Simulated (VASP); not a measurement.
Zr2B, 3 atoms in the cell. It takes space group P6/mmm (No. 191, hexagonal). Conventional cell: a = 4.508 Å, b = 4.508 Å, c = 2.806 Å, α = 90.00°, β = 90.00°, γ = 120.00°. Within 3.4 Å of Zr (site symmetry -6m2) lie 5 Zr at 2.60 to 2.81 Å and 6 B at 2.96 Å. B (site symmetry 6/mmm) has 2 B at 2.81 Å and 12 Zr at 2.96 Å within 3.7 Å. 

| Quantity | Value |
| --- | --- |
| Program | VASP 6.6.1 |
| Task | single point |
| Functional | r2SCAN |
| Potentials or basis | VASP PAW PBE potentials, release 64 (Zr_sv, B) |
| Cutoff | 520 eV |
| k mesh | 12 × 12 × 16 |
| Occupations | gaussian, width 0.1 eV |
| Spin | no spin polarisation |
| Dipole correction | no |
| Further INCAR settings | ALGO = Normal; EDIFF = 1e-06; NBANDS = 20 |

Potentials or basis: VASP PAW PBE potentials, release 64 (Zr_sv, B).

The run is started by

```sh
$ cat potpaw_PBE.64/Zr_sv/POTCAR potpaw_PBE.64/B/POTCAR > POTCAR
$ cp INCAR.step1 INCAR
$ mpirun -np 1 vasp_std > vasp.out
$ cp INCAR.step2 INCAR
$ mpirun -np 1 vasp_std > vasp.out
```

Hardware: 1 thread of Intel(R) Xeon(R) Platinum 8488C (Sapphire Rapids), on a shared host.

Task: How long does it take, and how much memory?

Result: Wall time 4.5 min on 1 thread of Intel(R) Xeon(R) Platinum 8488C (Sapphire Rapids), on a shared host, peak memory 0.29 GiB. Counts: k points 171.
